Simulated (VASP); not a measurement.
# SiC: single point with PBE

The system is SiC.

```
Si C
1.0
     3.18366    0.00000    0.00000
    -1.59183    2.75713    0.00000
     0.00000    0.00000    5.14896
Si C
2 2
Direct
  0.33333 0.66667 0.00594
  0.66667 0.33333 0.50594
  0.33333 0.66667 0.37906
  0.66667 0.33333 0.87906
```

This cell differs from its parent crystal: strained and its atoms moved.

```json
{
 "Program": "VASP 6.6.1",
 "Task": "single point",
 "Functional": "PBE",
 "Potentials or basis": "VASP PAW PBE potentials, release 64 (Si, C)",
 "Cutoff": "520 eV",
 "k mesh": "12 × 12 × 6",
 "Occupations": "gaussian, width 0.02 eV",
 "Spin": "no spin polarisation",
 "Dipole correction": "no",
 "Further INCAR settings": "ALGO = Normal; EDIFF = 1e-06; NBANDS = 16"
}
```

```json
{
  "Pressure": "-13.4 GPa",
  "Largest force": "0.318 eV/Å",
  "Band gap on the k mesh": "2.38 eV (least direct gap 3.64 eV)"
}
```

Forces on the atoms (eV/Å):
```
Si   0.000  0.000 -0.318
Si   0.000  0.000 -0.318
C    0.000  0.000  0.318
C    0.000  0.000  0.318
```

Stress tensor (GPa, compression positive):
```
-16.03   0.00   0.00
  0.00 -16.03   0.00
  0.00   0.00  -8.19
```

Levels at points of the mesh, in eV from the valence-band top:
| k point | band 5 | band 6 | band 7 | band 8 | band 9 | band 10 | band 11 | band 12 |
| --- | --- | --- | --- | --- | --- | --- | --- | --- |
| (0.00, 0.00, 0.00) | -1.35 | -0.17 | 0.00 | 0.00 | 3.86 | 5.35 | 6.03 | 6.03 |
| (0.50, 0.00, 0.00) | -5.21 | -3.21 | -3.13 | -1.12 | 2.52 | 4.15 | 6.16 | 6.63 |
| (0.00, 0.00, 0.50) | -0.74 | -0.74 | -0.74 | -0.74 | 4.98 | 4.98 | 6.77 | 6.77 |
| (0.50, 0.00, 0.50) | -2.35 | -2.35 | -2.25 | -2.25 | 3.08 | 3.08 | 4.97 | 4.97 |

Run time: 56 s on 1 thread of Intel Xeon 8259CL (shared host), peak memory 0.18 GiB.

Caveat: the cell differs from its parent crystal (strained and its atoms moved); the stress differs along the axes, from -16 to -8 GPa. A k mesh can miss the band edges.
